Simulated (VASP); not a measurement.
# S (P4/mmm) in VASP: single point with PBEsol+D4

Aim: the single point of S with PBEsol+D4.

All numbers are computed with VASP 6.6.1; they aren't measurements. Logs are shortened: lines on timing, memory, paths and dates and some standing lists are left out, and cuts for length are marked.

## 1. The cell of the first run

It takes space group P4/mmm (No. 123, tetragonal). Conventional cell: a = 3.605 Å, b = 3.605 Å, c = 7.845 Å, α = 90.00°, β = 90.00°, γ = 90.00°. Within 4.7 Å of S (site symmetry 4/mmm) lie 4 S at 3.60 Å.

## 2. Single point, PBEsol+D4

INCAR

```
SYSTEM = S
PREC = Accurate ; ENCUT = 520
EDIFF = 1E-6 ; ISMEAR = -1
SIGMA = 0.1 ; LREAL = .FALSE.
LASPH = .TRUE. ; NELM = 80
ALGO = Normal ; ISIF = 2
LWAVE = .FALSE. ; LCHARG = .FALSE.
GGA = PS ; IVDW = 13
NBANDS = 9
```

KPOINTS

```
Automatic mesh
0
G
  7 7 3
  0 0 0
```

POSCAR

```
S
1.0
    3.6045837400      0.0000000000      0.0000000000
    0.0000000000      3.6045837400      0.0000000000
    0.0000000000      0.0000000000      7.8450805500
S
1
Direct
    0.5000000000      0.5000000000      0.6236238800
```

Potentials or basis: VASP PAW PBE potentials, release 64 (S).

Started as:

```console
$ cat potpaw_PBE.64/S/POTCAR > POTCAR
$ mpirun -np 1 vasp_std > vasp.out
```

OUTCAR:

```text
SYSTEM = S
   PREC = Accurate
   ENCUT = 520
   EDIFF = 1E-6
   ISMEAR = -1
   LREAL = .FALSE.
   LASPH = .TRUE.
   NELM = 80
   ISIF = 2
   GGA = PS
   IVDW = 13

 ion  position               nearest neighbor table
   1  0.500  0.500  0.624-

  LATTYP: Found a simple tetragonal cell.
 ALAT       =     3.6045837400
 C/A-ratio  =     2.1764178934

  Lattice vectors:

 A1 = (   3.6045837400,   0.0000000000,   0.0000000000)
 A2 = (   0.0000000000,   3.6045837400,   0.0000000000)
 A3 = (   0.0000000000,   0.0000000000,   7.8450805500)

Analysis of symmetry for initial positions (statically):
=====================================================================
 Subroutine PRICEL returns:
 Original cell was already a primitive cell.

 Routine SETGRP: Setting up the symmetry group for a
 simple tetragonal supercell.

 Subroutine GETGRP returns: Found 16 space group operations
 (whereof  8 operations were pure point group operations)
 out of a pool of 16 trial point group operations.

The static configuration has the point symmetry C_4v.
 The point group associated with its full space group is D_4h.

Analysis of symmetry for dynamics (positions and initial velocities):
=====================================================================
 Subroutine PRICEL returns:
 Original cell was already a primitive cell.

 Routine SETGRP: Setting up the symmetry group for a
 simple tetragonal supercell.

 Subroutine GETGRP returns: Found 16 space group operations
 (whereof  8 operations were pure point group operations)
 out of a pool of 16 trial point group operations.

The dynamic configuration has the point symmetry C_4v.
 The point group associated with its full space group is D_4h.

 Subroutine INISYM returns: Found 16 space group operations
 (whereof  8 operations are pure point group operations),
 and found     1 'primitive' translations

----------------------------------------------------------------------------------------

                                     Primitive cell

  volume of cell :     101.9313

  direct lattice vectors                    reciprocal lattice vectors
     3.604583740  0.000000000  0.000000000     0.277424544  0.000000000  0.000000000
     0.000000000  3.604583740  0.000000000     0.000000000  0.277424544  0.000000000
     0.000000000  0.000000000  7.845080550     0.000000000  0.000000000  0.127468417

  length of vectors
     3.604583740  3.604583740  7.845080550     0.277424544  0.277424544  0.127468417

  position of ions in fractional coordinates (direct lattice)
     0.500000000  0.500000000  0.623623880

  ion indices of the primitive-cell ions
   primitive index   ion index
                 1           1

----------------------------------------------------------------------------------------

 KPOINTS: Automatic mesh

Automatic generation of k-mesh.
 Grid dimensions read from file:
 generate k-points for:    7    7    3

 Generating k-lattice:

  Cartesian coordinates                     Fractional coordinates (reciprocal lattice)
     0.039632078  0.000000000  0.000000000     0.142857143  0.000000000  0.000000000
     0.000000000  0.039632078  0.000000000     0.000000000  0.142857143  0.000000000
     0.000000000  0.000000000  0.042489472     0.000000000  0.000000000  0.333333333

  Length of vectors
     0.039632078  0.039632078  0.042489472

  Shift w.r.t. Gamma in fractional coordinates (k-lattice)
     0.000000000  0.000000000  0.000000000

 Subroutine IBZKPT returns following result:
 ===========================================

 Found     20 irreducible k-points:

 Following reciprocal coordinates:
            Coordinates               Weight
  0.000000  0.000000  0.000000      1.000000
  0.142857  0.000000  0.000000      4.000000
  0.285714  0.000000  0.000000      4.000000
  0.428571  0.000000  0.000000      4.000000
  0.142857  0.142857  0.000000      4.000000
  0.285714  0.142857  0.000000      8.000000
[... 12 lines left out ...]
  0.428571  0.285714  0.333333     16.000000
  0.428571  0.428571  0.333333      8.000000
   k-points           NKPTS =     20   k-points in BZ     NKDIM =     20   number of bands    NBANDS=      9
   number of dos      NEDOS =    301   number of ions     NIONS =      1
   total plane-waves  NPLWV =  47040
   dimension x,y,z NGX =    28 NGY =   28 NGZ =   60
   dimension x,y,z NGXF=    56 NGYF=   56 NGZF=  120
   ions per type =               1
   NGX,Y,Z   is equivalent  to a cutoff of  12.91, 12.91, 12.71 a.u.
   NGXF,Y,Z  is equivalent  to a cutoff of  25.83, 25.83, 25.43 a.u.
 SYSTEM =  S
   PREC   = accura    normal or accurate (medium, high low for compatibility)
   ISTART =      0    job   : 0-new  1-cont  2-samecut
   ICHARG =      2    charge: 1-file 2-atom 10-const
   ISPIN  =      1    spin polarized calculation?
   LNONCOLLINEAR =      F non collinear calculations
   LSORBIT =      F    spin-orbit coupling
   LASPH  =      T    aspherical Exc in radial PAW
   ENCUT  =  520.0 eV  38.22 Ry    6.18 a.u.   6.70  6.70 14.59*2*pi/ulx,y,z
   NELM   =     80;   NELMIN=  2; NELMDL= -5     # of ELM steps
   EDIFF  = 0.1E-05   stopping-criterion for ELM
   LREAL  =      F    real-space projection
   EDIFFG = 0.1E-04   stopping-criterion for IOM
   NSW    =      0    number of steps for IOM
   IBRION =     -1    ionic relax: 0-MD 1-quasi-New 2-CG
   NFREE  =      0    steps in history (QN), initial steepest desc. (CG)
   ISIF   =      2    stress and relaxation
   ISYM   =      2    0-nonsym 1-usesym 2-fastsym
   POTIM  = 0.5000    time-step for ionic-motion
   TEBEG  =    0.0;   TEEND  =   0.0 temperature during run
   PSTRESS=    0.0 pullay stress
   NELECT =       6.0000    total number of electrons
   NUPDOWN=      -1.0000    fix difference up-down
   EMIN   =  10.00;   EMAX   =-10.00  energy-range for DOS
   EFERMI =   0.00;   METHOD = LEGACY
   ISMEAR =    -1;   SIGMA  =   0.10  broadening in eV -4-tet -1-fermi 0-gaus
   EFERMI_NEDOS =   21; number of points for ismear=-14 and -15
   IALGO  =     38    algorithm
   IMIX   =      4    mixing-type and parameters
     AMIX     =   0.40;   BMIX     =  1.00
     AMIX_MAG =   1.60;   BMIX_MAG =  1.00
  volume/ion in A,a.u.               =     101.93       687.87
  Fermi-wavevector in a.u.,A,eV,Ry     =   0.636829  1.203432  5.517855  0.405551
  Thomas-Fermi vector in A             =   1.701630
   LORBIT       =      0    0 simple, 1 ext, 2 COOP (PROOUT), +10 PAW based schemes
   GGA     = PS    functional components
   LHFCALC =     F    Hartree Fock is set to
   AEXX    =    0.0000 exact exchange contribution
   IVDW    =    13    specifies the selected vdW correction
   LEPSILON=     F    determine dielectric tensor
   LRPA    =     F    only Hartree local field effects (RPA)
 non-spin polarized calculation
  energy-cutoff  :      520.00
  volume of cell :      101.93
 maximum number of plane-waves:      2774
 NGX is ok and might be reduce to    28
   NGX = 13   NGY = 13   NGZ = 29

 number of electron       5.9999999 magnetization

 Free energy of the ion-electron system (eV)
  ---------------------------------------------------
  ext. energy  EPLUGINS =         0.00000000
  ---------------------------------------------------
  free energy    TOTEN  =        -1.32298436 eV

  energy without entropy =       -1.20337610  energy(sigma->0) =       -1.26318023

 E-fermi :  -5.0142     XC(G=0):  -3.7384

 val. band max:       -5.1333163226   @ k =   0.2857   0.2857   0.0000
 cond. band min:      -5.0019720266   @ k =   0.4286   0.2857   0.3333
 fundamental gap:      0.1313442959
 Fermi energy:        -5.0141857827

 k-point     1 :       0.0000    0.0000    0.0000
  band No.  band energies     occupation
      1     -15.9572      2.00000
      2      -5.5976      1.99417
      3      -4.4636      0.00810
      4      -4.4636      0.00810
      5       0.8633      0.00000
      6       3.2391      0.00000
      7       3.7401      0.00000
      8       4.7293      0.00000
      9       6.6056      0.00000

 k-point     2 :       0.1429    0.0000    0.0000
  band No.  band energies     occupation
      1     -15.8975      2.00000
      2      -5.5253      1.98802
      3      -4.9526      0.70149
      4      -4.4225      0.00537
      5       1.1645      0.00000
      6       3.6575      0.00000
      7       3.7585      0.00000
      8       5.1919      0.00000
      9       6.7722      0.00000

 k-point     3 :       0.2857    0.0000    0.0000
  band No.  band energies     occupation
      1     -15.7565      2.00000
      2      -5.8606      1.99958
      3      -5.3528      1.93456
      4      -4.3271      0.00207
      5       1.9286      0.00000
      6       3.6446      0.00000
      7       4.4165      0.00000
      8       5.9652      0.00000
      9       6.6117      0.00000

 k-point     4 :       0.4286    0.0000    0.0000
  band No.  band energies     occupation
      1     -15.6357      2.00000
      2      -6.4781      2.00000
      3      -5.2027      1.73646
      4      -4.2474      0.00093
      5       3.0640      0.00000
      6       3.3485      0.00000
      7       4.6817      0.00000
      8       5.1507      0.00000
      9       6.5064      0.00000
[... 157 lines left out ...]
 k-point    18 :       0.2857    0.2857    0.3333
  band No.  band energies     occupation
      1     -15.5641      2.00000
      2      -5.6909      1.99770
      3      -5.5691      1.99225
      4      -5.1357      1.54240
      5       3.0109      0.00000
      6       3.7442      0.00000
      7       4.9589      0.00000
      8       5.7977      0.00000
      9       6.3456      0.00000

 k-point    19 :       0.4286    0.2857    0.3333
  band No.  band energies     occupation
      1     -15.4488      2.00000
      2      -6.2203      1.99999
      3      -5.4899      1.98297
      4      -5.0020      0.93901
      5       3.4917      0.00000
      6       3.7650      0.00000
      7       4.8483      0.00000
      8       5.5145      0.00000
      9       6.7042      0.00000

 k-point    20 :       0.4286    0.4286    0.3333
  band No.  band energies     occupation
      1     -15.3371      2.00000
      2      -6.0710      1.99995
      3      -6.0488      1.99994
      4      -4.8799      0.41423
      5       2.8063      0.00000
      6       4.4695      0.00000
      7       4.9471      0.00000
      8       5.9334      0.00000
      9       7.1729      0.00000

------------------------ aborting loop because EDIFF is reached ----------------------------------------

  DFT-D4 for vdW energy calculation

  Edisp (eV):   -0.03620

  FORCE on cell =-STRESS in cart. coord.  units (eV):
  Direction    XX          YY          ZZ          XY          YZ          ZX
  --------------------------------------------------------------------------------------
  -------------------------------------------------------------------------------------
  Total      -2.84577    -2.84577    -0.02048     0.00000     0.00000    -0.00000
  in kB     -44.73045   -44.73045    -0.32196     0.00000     0.00000    -0.00000
  external pressure =      -29.93 kB  Pullay stress =        0.00 kB

 VOLUME and BASIS-vectors are now :
 -----------------------------------------------------------------------------
  energy-cutoff  :      520.00
  volume of cell :      101.93
      direct lattice vectors                 reciprocal lattice vectors
     3.604583740  0.000000000  0.000000000     0.277424544  0.000000000  0.000000000
     0.000000000  3.604583740  0.000000000     0.000000000  0.277424544  0.000000000
     0.000000000  0.000000000  7.845080550     0.000000000  0.000000000  0.127468417

 POSITION                                       TOTAL-FORCE (eV/Angst)
 -----------------------------------------------------------------------------------
      1.80229      1.80229      4.89238         0.000000      0.000000     -0.000000
 -----------------------------------------------------------------------------------
    total drift:                               -0.000000      0.000000     -0.000000

  FREE ENERGIE OF THE ION-ELECTRON SYSTEM (eV)
  ---------------------------------------------------
  free  energy   TOTEN  =        -1.3591870068 eV

  energy  without entropy=       -1.2395787395  energy(sigma->0) =       -1.29938287
```

Wall time 18 s (1 thread of AMD EPYC 7R13, shared host); peak memory 0.17 GiB.

What came out:

```yaml
Free_energy: -1.3592 eV
Pressure: -3.0 GPa
Band_gap_on_the_k_mesh: zero (bands 3 and 4 overlap by 0.67 eV)
Dispersion_energy_per_atom: -0.036 eV
```

Stress tensor (GPa, compression positive):
```
-4.47  0.00  0.00
 0.00 -4.47  0.00
 0.00  0.00 -0.03
```

Levels at points of the mesh, in eV from the Fermi level:
| k point | band 1 | band 2 | band 3 | band 4 | band 5 | band 6 | band 7 | band 8 |
| --- | --- | --- | --- | --- | --- | --- | --- | --- |
| (0.00, 0.00, 0.00) | -10.94 | -0.58 | 0.55 | 0.55 | 5.88 | 8.25 | 8.75 | 9.74 |

Caveat: the PAW data sets were made with another functional, which shifts forces and pressure a little.
